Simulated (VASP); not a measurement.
W8C9F3: single point with PBEsol

The system is W8C9F3, a slab with vacuum.

```
CELL_PARAMETERS angstrom
5.77632 0.00000 0.00000
-2.88816 5.00244 0.00000
0.00000 0.00000 16.23846
ATOMIC_POSITIONS crystal
W 0.00000 0.00000 0.06158
W 0.99151 0.99034 0.23523
W 0.00000 0.50000 0.06158
W 0.98980 0.48936 0.23534
W 0.50000 0.00000 0.06158
W 0.48806 0.98583 0.23807
W 0.50000 0.50000 0.06158
W 0.48956 0.48964 0.23692
C 0.33093 0.16269 0.14268
C 0.32325 0.15510 0.30500
C 0.32950 0.66223 0.14367
C 0.30952 0.64009 0.31665
C 0.82902 0.16183 0.14210
C 0.82203 0.15648 0.30380
C 0.82985 0.66342 0.14170
C 0.82219 0.65311 0.30374
C 0.25984 0.58861 0.40900
F 0.12106 0.32413 0.42828
F 0.48759 0.69064 0.45253
F 0.11418 0.69205 0.44004
```

```json
{
 "Program": "VASP 6.6.1",
 "Task": "single point",
 "Functional": "PBEsol",
 "Potentials or basis": "VASP PAW PBE potentials, release 64 (W_sv, C, F)",
 "Cutoff": "520 eV",
 "k mesh": "3 × 3 × 1",
 "Occupations": "fermi-dirac, width 0.15 eV",
 "Spin": "no spin polarisation"
}
```

```yaml
Largest_force: 0.586 eV/Å
Band_gap_on_the_k_mesh: zero (an odd number of electrons rules out a gap without spin polarisation)
```

Forces in eV/Å, atoms in the order of the input:
```
W   -0.070 -0.164 -0.248
W   -0.004  0.004 -0.032
W    0.005 -0.166 -0.101
W    0.018  0.015 -0.039
W   -0.114 -0.372  0.245
W   -0.002 -0.019 -0.045
W   -0.222 -0.175  0.107
W   -0.019  0.015 -0.043
C   -0.003 -0.007  0.001
C    0.005  0.007  0.099
C    0.002 -0.002 -0.001
C    0.022  0.064  0.018
C   -0.001 -0.003  0.002
C    0.010  0.012  0.104
C   -0.003  0.001 -0.003
C    0.007  0.005  0.106
C    0.117  0.256 -0.508
F    0.078 -0.212  0.079
F    0.425  0.380  0.139
F   -0.249  0.360  0.119
```

Levels at points of the mesh, in eV from the Fermi level:
| k point | band 82 | band 83 | band 84 | band 85 | band 86 | band 87 | band 88 | band 89 |
| --- | --- | --- | --- | --- | --- | --- | --- | --- |
| (0.00, 0.00, 0.00) | 0.23 | 0.32 | 0.49 | 0.49 | 0.52 | 1.30 | 1.35 | 1.53 |

Wall time 12 min on 1 thread of Intel(R) Xeon(R) Platinum 8488C (Sapphire Rapids), with other jobs on the host, peak memory 0.67 GiB.

Caveat: the k points lie up to 0.42 Å⁻¹ apart, too coarse for converged energies and pressures of a metal; the PAW data sets were made with another functional, which shifts forces and pressure a little; spin-orbit coupling is left out, which moves the levels of the heavy elements; an odd number of electrons without spin polarisation forces a metal; a magnetic or distorted state may lie lower.
